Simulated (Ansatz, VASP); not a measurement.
**One calculation of GaP2, two programs**

```
Ga P
1.0
     5.53443    0.00000    0.00000
     0.00000    5.53443    0.00000
     0.00000    0.00000    4.55586
Ga P
2 4
Cartesian
  0.0000 0.0000 0.0000
  2.7672 2.7672 2.2779
  2.0172 2.0172 0.0000
  0.7500 4.7844 2.2779
  3.5172 3.5172 0.0000
  4.7844 0.7500 2.2779
```

Alike in both runs: functional PBE; k mesh 8 × 8 × 10; occupations gaussian, width 0.1 eV; no spin polarisation.

Ansatz relaxed the structure, and its values are those at the end. VASP's run is a single point on that final structure, the one shown.

```csv
,VASP,Ansatz
version,VASP 6.6.1,Ansatz 0.2.0
potentials or method,"VASP PAW PBE potentials, release 64 (Ga_d, P), cutoff 520 eV","scalar-relativistic, plane waves, PAW"
valence electrons in the cell,46,46
```

```tsv
	VASP	Ansatz	Ansatz less VASP
gap on the k mesh at the Fermi level (eV)	none	none	-
pressure (GPa)	-0.1	0.0	+0.06
rms of the force components (eV/Å)	0.025	0.001	-0.0234
```

A gap of «none» marks a metal or a gap that the smearing closes.
